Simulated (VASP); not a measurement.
Input of a VASP 6.6.1 run:

The input INCAR:

```
PREC     = Accurate       # precision mode
ENCUT    = 520            # plane-wave cutoff, eV
EDIFF    = 1E-6           # SCF threshold, eV
ISMEAR   = -1             # smearing method
SIGMA    = 0.1            # smearing width, eV
LREAL    = False          # projectors in reciprocal space
LASPH    = True           # aspherical terms in the spheres
NELM     = 60             # most SCF steps
ALGO     = Normal         # electronic algorithm
ISIF     = 2              # what is computed and relaxed
LWAVE    = False          # write WAVECAR
LCHARG   = False          # write CHGCAR
GGA      = PE             # functional
NBANDS   = 18             # bands
ISYM     = 0
```

The input KPOINTS:

```
Automatic mesh
0
Gamma
  14 14 10
```

The input POSCAR:

```
Cu
1.0
   -1.7254177269      1.4204482736      1.2653817684
    1.4204482736     -1.7254177269      1.2653817684
    3.2292911922      3.2292911922     -1.8239338806
Cu
2
Direct
    0.9585652268      0.0414347732      1.0000000000
    0.7914347732      0.2085652268      0.5000000000
```

Potentials or basis: VASP PAW PBE potentials, release 64 (Cu).

Run with:

```sh
$ cat potpaw_PBE.64/Cu/POTCAR > POTCAR
$ mpirun -np 1 vasp_std > vasp.out
```

Problem. Estimate the pressure.

Solution. 0.7 GPa.

Problem. Predict the band gap on the k mesh.

Solution. Zero (bands 11 and 12 overlap by 5.51 eV).
